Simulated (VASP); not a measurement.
Eu: single point with PBE

The system is Eu.

```
Eu
1.0
    -2.10263    2.10263    2.10263
     2.10263   -2.10263    2.10263
     2.10263    2.10263   -2.10263
Eu
1
Cartesian
  0.0000 0.0000 0.0000
```

```json
{"Program": "VASP 6.6.1", "Task": "single point", "Functional": "PBE", "Potentials or basis": "VASP PAW PBE potentials, release 64 (Eu)", "Cutoff": "520 eV", "k mesh": "13 × 13 × 13", "Occupations": "fermi-dirac, width 0.1 eV", "Spin": "collinear spin, ferromagnetic start", "Starting moments": "[7.0] μB", "Dipole correction": "no", "Further INCAR settings": "ALGO = Normal; EDIFF = 1e-06; NBANDS = 18"}
```

- Pressure: 2.4 GPa
- Net moment: 7.21 μB per cell
- Site moments: Eu +6.64 μB
- Valence electrons inside the program's atomic spheres: Eu 14.75

Levels at points of the mesh, in eV from the Fermi level:
Spin up:
```
           k point  band 9  band 10  band 11  band 12  band 13  band 14  band 15  band 16
(0.00, 0.00, 0.00)   -0.44    -0.44    -0.44    -0.39     1.90     1.90     1.90     3.86
```
Spin down:
```
           k point  band 1  band 2  band 3  band 4  band 5  band 6  band 7  band 8  band 9  band 10
(0.00, 0.00, 0.00)  -38.51  -17.72  -17.72  -17.72   -3.73    2.94    2.94    2.94    3.83     3.83
```

Wall time 86 s on 1 thread of AMD EPYC 9R45 96-Core Processor (Zen 5), on a shared host, peak memory 0.21 GiB.

Caveat: spin-orbit coupling is left out, which moves the levels of the heavy elements; semilocal functionals describe open f shells poorly, which spoils levels, moments and volumes. The state reached can hang on the start; a lower one may exist.
